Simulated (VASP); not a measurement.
# Ti (Fd-3m) in VASP: notebook

Ti is run at these levels: PBE; tasks: single point.

Everything below comes from runs of VASP 6.6.1. Logs are shortened: lines on timing, memory, paths and dates and some standing lists are left out, and cuts for length are marked.

### Step 1. The cell of the first run

The structure is cubic, space group Fd-3m (No. 227). The conventional cell has a = 5.688 Å, b = 5.688 Å, c = 5.688 Å, α = 90.00°, β = 90.00°, γ = 90.00°. Ti (site symmetry -43m) has 4 Ti at 2.46 Å within 3.3 Å.

This isn't the form of Ti at room conditions, which is hcp.

### Step 2. Single point, PBE

Input file POSCAR:

```
Ti
1.0
    0.0000000000      2.8441844434      2.8441844434
    2.8441844434      0.0000000000      2.8441844434
    2.8441844434      2.8441844434      0.0000000000
Ti
2
Direct
   -0.1250000000     -0.1250000000     -0.1250000000
    0.1250000000      0.1250000000      0.1250000000
```

Input file INCAR.step1:

```
SYSTEM = Ti
PREC = Accurate ; ENCUT = 520
EDIFF = 1E-6 ; ISMEAR = -1
SIGMA = 0.08 ; LREAL = .FALSE.
LASPH = .TRUE. ; NELM = 60
ALGO = Normal ; ISIF = 2
LWAVE = .FALSE. ; LCHARG = .TRUE.
LMAXMIX = 4 ; GGA = PE
NBANDS = 19
```

Input file KPOINTS.step1:

```
Automatic mesh
0
G
  12 12 12
  0 0 0
```

Input file INCAR.step2:

```
SYSTEM = Ti
PREC = Accurate ; ENCUT = 520
EDIFF = 1E-6 ; ISMEAR = -5
SIGMA = 0.08 ; LREAL = .FALSE.
LASPH = .TRUE. ; NELM = 60
ALGO = Normal ; ISIF = 2
LWAVE = .FALSE. ; LCHARG = .FALSE.
LMAXMIX = 4 ; GGA = PE
LORBIT = 11 ; NEDOS = 2001
ICHARG = 11
```

Input file KPOINTS.step2:

```
Automatic mesh
0
G
  18 18 18
  0 0 0
```

Potentials or basis: VASP PAW PBE potentials, release 64 (Ti_sv).

Run with:

```sh
cat potpaw_PBE.64/Ti_sv/POTCAR > POTCAR
cp INCAR.step1 INCAR
cp KPOINTS.step1 KPOINTS
mpirun -np 1 vasp_std > vasp.out
cp INCAR.step2 INCAR
cp KPOINTS.step2 KPOINTS
mpirun -np 1 vasp_std > vasp.out
```

OUTCAR:

```text
SYSTEM = Ti
   PREC = Accurate
   ENCUT = 520
   EDIFF = 1E-6
   ISMEAR = -5
   LREAL = .FALSE.
   LASPH = .TRUE.
   NELM = 60
   ISIF = 2
   GGA = PE
   LORBIT = 11
   ICHARG = 11

 ion  position               nearest neighbor table
   1  0.875  0.875  0.875-   2 2.46   2 2.46   2 2.46   2 2.46
   2  0.125  0.125  0.125-   1 2.46   1 2.46   1 2.46   1 2.46

  LATTYP: Found a face centered cubic cell.
 ALAT       =     5.6883688868

  Lattice vectors:

 A1 = (   0.0000000000,   2.8441844434,   2.8441844434)
 A2 = (   2.8441844434,   0.0000000000,   2.8441844434)
 A3 = (   2.8441844434,   2.8441844434,   0.0000000000)

Analysis of symmetry for initial positions (statically):
=====================================================================
 Subroutine PRICEL returns:
 Original cell was already a primitive cell.

 Routine SETGRP: Setting up the symmetry group for a
 face centered cubic supercell.

 Subroutine GETGRP returns: Found 48 space group operations
 (whereof 12 operations were pure point group operations)
 out of a pool of 48 trial point group operations.

The static configuration has the point symmetry D_3d.
 The point group associated with its full space group is O_h .

Analysis of symmetry for dynamics (positions and initial velocities):
=====================================================================
 Subroutine PRICEL returns:
 Original cell was already a primitive cell.

 Routine SETGRP: Setting up the symmetry group for a
 face centered cubic supercell.

 Subroutine GETGRP returns: Found 48 space group operations
 (whereof 12 operations were pure point group operations)
 out of a pool of 48 trial point group operations.

The dynamic configuration has the point symmetry D_3d.
 The point group associated with its full space group is O_h .

 Subroutine INISYM returns: Found 48 space group operations
 (whereof 12 operations are pure point group operations),
 and found     1 'primitive' translations

----------------------------------------------------------------------------------------

                                     Primitive cell

  volume of cell :      46.0154

  direct lattice vectors                    reciprocal lattice vectors
     0.000000000  2.844184443  2.844184443    -0.175797319  0.175797319  0.175797319
     2.844184443  0.000000000  2.844184443     0.175797319 -0.175797319  0.175797319
     2.844184443  2.844184443  0.000000000     0.175797319  0.175797319 -0.175797319

  length of vectors
[... 92 lines left out ...]
   POTIM  = 0.5000    time-step for ionic-motion
   TEBEG  =    0.0;   TEEND  =   0.0 temperature during run
   PSTRESS=    0.0 pullay stress
   NELECT =      24.0000    total number of electrons
   NUPDOWN=      -1.0000    fix difference up-down
   EMIN   =  10.00;   EMAX   =-10.00  energy-range for DOS
   EFERMI =   0.00;   METHOD = LEGACY
   ISMEAR =    -5;   SIGMA  =   0.08  broadening in eV -4-tet -1-fermi 0-gaus
   EFERMI_NEDOS =   21; number of points for ismear=-14 and -15
   IALGO  =     38    algorithm
   IMIX   =      4    mixing-type and parameters
     AMIX     =   0.40;   BMIX     =  1.00
     AMIX_MAG =   1.60;   BMIX_MAG =  1.00
  volume/ion in A,a.u.               =      23.01       155.26
  Fermi-wavevector in a.u.,A,eV,Ry     =   1.317784  2.490250 23.627253  1.736554
  Thomas-Fermi vector in A             =   2.447800
   LORBIT       =     11    0 simple, 1 ext, 2 COOP (PROOUT), +10 PAW based schemes
   GGA     = PE    functional components
   LHFCALC =     F    Hartree Fock is set to
   AEXX    =    0.0000 exact exchange contribution
   IVDW    =     0    specifies the selected vdW correction
   LEPSILON=     F    determine dielectric tensor
   LRPA    =     F    only Hartree local field effects (RPA)
 non-spin polarized calculation
 Fermi weights with tetrahedron method with Bloechl corrections
  energy-cutoff  :      520.00
  volume of cell :       46.02
 maximum number of plane-waves:      1261
 NGX is ok and might be reduce to    30

 number of electron      23.9999999 magnetization

 Free energy of the ion-electron system (eV)
  ---------------------------------------------------
  ext. energy  EPLUGINS =         0.00000000
  ---------------------------------------------------
  free energy    TOTEN  =       -10.96611079 eV

  energy without entropy =      -10.96611079  energy(sigma->0) =      -10.96611079

 E-fermi :   5.3167     XC(G=0):  -9.9290

 val. band max:        5.3276528630   @ k =  -0.3889   0.3889   0.1667
 cond. band min:       5.3053514222   @ k =   0.4444   0.1667   0.0000
 fundamental gap:     -0.0223014407
 Fermi energy:         5.3166936728

 k-point     1 :       0.0000    0.0000    0.0000
  band No.  band energies     occupation
      1     -51.4111      2.00000
      2     -50.9222      2.00000
      3     -27.8586      2.00000
      4     -27.8586      2.00000
      5     -27.8586      2.00000
      6     -27.1406      2.00000
[... 433 lines left out ...]
      3     -27.9202      2.00000
      4     -27.8985      2.00000
      5     -27.8497      2.00000
      6     -27.1560      2.00000
[... 8 lines left out ...]
     15       6.0316      0.00000
     16       6.9626      0.00000

 [... further k-points ...]

------------------------ aborting loop because EDIFF is reached ----------------------------------------

  FORCE on cell =-STRESS in cart. coord.  units (eV):
  Direction    XX          YY          ZZ          XY          YZ          ZX
  --------------------------------------------------------------------------------------
  -------------------------------------------------------------------------------------
  Total       -0.6036571     -0.6036571     -0.6036571     -0.0000000      0.0000000     -0.0000000
  in kB      -21.0183036    -21.0183036    -21.0183036     -0.0000000      0.0000000     -0.0000000
  external PRESSURE =     -21.0183036 kB  Pullay stress =       0.0000000 kB

 VOLUME and BASIS-vectors are now :
 -----------------------------------------------------------------------------
  energy-cutoff  :      520.00
  volume of cell :       46.02
      direct lattice vectors                 reciprocal lattice vectors
     0.000000000  2.844184443  2.844184443    -0.175797319  0.175797319  0.175797319
     2.844184443  0.000000000  2.844184443     0.175797319 -0.175797319  0.175797319
     2.844184443  2.844184443  0.000000000     0.175797319  0.175797319 -0.175797319

 POSITION                                       TOTAL-FORCE (eV/Angst)
 -----------------------------------------------------------------------------------
      4.97732      4.97732      4.97732        -0.000000     -0.000000     -0.000000
      0.71105      0.71105      0.71105         0.000000      0.000000      0.000000
 -----------------------------------------------------------------------------------
    total drift:                               -0.000000      0.000000      0.000000

  FREE ENERGIE OF THE ION-ELECTRON SYSTEM (eV)
  ---------------------------------------------------
  free  energy   TOTEN  =       -10.9661107908 eV

  energy  without entropy=      -10.9661107908  energy(sigma->0) =      -10.96611079

 total charge

# of ion       s       p       d       tot
------------------------------------------
    1        2.271   5.994   2.169  10.434
    2        2.271   5.994   2.169  10.434
--------------------------------------------------
tot          4.542  11.989   4.337  20.868
```

It took 71 s on 1 thread of Intel Xeon 6975P-C (Granite Rapids), shared host; peak memory 0.24 GiB.

Results:

```yaml
Valence_electrons_inside_the_program's_atomic_spheres: Ti 10.43
```

Caveat: tetrahedron occupations give inexact forces and stress in metals.

### Step 3. Single point, PBE (23.01 Å³/atom)

POSCAR is that of step 2.

Input file INCAR.step1:

```
PREC     = Accurate       # precision mode
ENCUT    = 520            # plane-wave cutoff, eV
EDIFF    = 1E-6           # SCF threshold, eV
ISMEAR   = -1             # smearing method
SIGMA    = 0.08           # smearing width, eV
LREAL    = F              # projectors in reciprocal space
LASPH    = T              # aspherical terms in the spheres
NELM     = 80             # most SCF steps
ALGO     = Normal         # electronic algorithm
ISIF     = 2              # what is computed and relaxed
LWAVE    = F              # write WAVECAR
LCHARG   = T              # write CHGCAR
LMAXMIX  = 4              # l up to which the mixer works
GGA      = PE             # functional
NBANDS   = 19             # bands
```

Input file KPOINTS.step1:

```
Automatic mesh
0
Gamma
  12 12 12
```

Input file INCAR.step2:

```
PREC     = Accurate       # precision mode
ENCUT    = 520            # plane-wave cutoff, eV
EDIFF    = 1E-6           # SCF threshold, eV
ISMEAR   = -5             # smearing method
SIGMA    = 0.08           # smearing width, eV
LREAL    = F              # projectors in reciprocal space
LASPH    = T              # aspherical terms in the spheres
NELM     = 80             # most SCF steps
ALGO     = Normal         # electronic algorithm
ISIF     = 2              # what is computed and relaxed
LWAVE    = F              # write WAVECAR
LCHARG   = F              # write CHGCAR
LMAXMIX  = 4              # l up to which the mixer works
GGA      = PE             # functional
LORBIT   = 11             # projections on sites
NBANDS   = 19             # bands
NEDOS    = 1001           # points of the DOS
ICHARG   = 11             # starting density
```

Input file KPOINTS.step2:

```
Automatic mesh
0
Gamma
  18 18 18
```

Potentials or basis: VASP PAW PBE potentials, release 64 (Ti_sv).

Run with:

```sh
cat potpaw_PBE.64/Ti_sv/POTCAR > POTCAR
cp INCAR.step1 INCAR
cp KPOINTS.step1 KPOINTS
mpirun -np 1 vasp_std > vasp.out
cp INCAR.step2 INCAR
cp KPOINTS.step2 KPOINTS
mpirun -np 1 vasp_std > vasp.out
```

Run time: 66 s. Hardware: 1 thread of Intel Xeon 6975P-C (Granite Rapids), shared host; peak memory 0.25 GiB.

Results (log left out):

| Property | Result |
| --- | --- |
| Valence electrons inside the program's atomic spheres | Ti 10.43 |

Levels at points of the mesh, in eV from the Fermi level:
```tsv
k point	band 8	band 9	band 10	band 11	band 12	band 13	band 14	band 15	band 16	band 17
(0.00, 0.00, 0.00)	-32.46	-4.80	-0.60	-0.60	-0.14	-0.14	-0.14	1.68	1.68	1.68
(0.50, 0.00, 0.00)	-32.37	-1.84	-1.34	-0.58	-0.58	-0.11	-0.11	0.41	2.47	2.47
(0.50, 0.50, 0.00)	-32.28	-1.74	-1.74	-0.01	-0.01	0.15	0.15	1.53	1.53	3.64
```

Caveat: tetrahedron occupations give inexact forces and stress in metals.
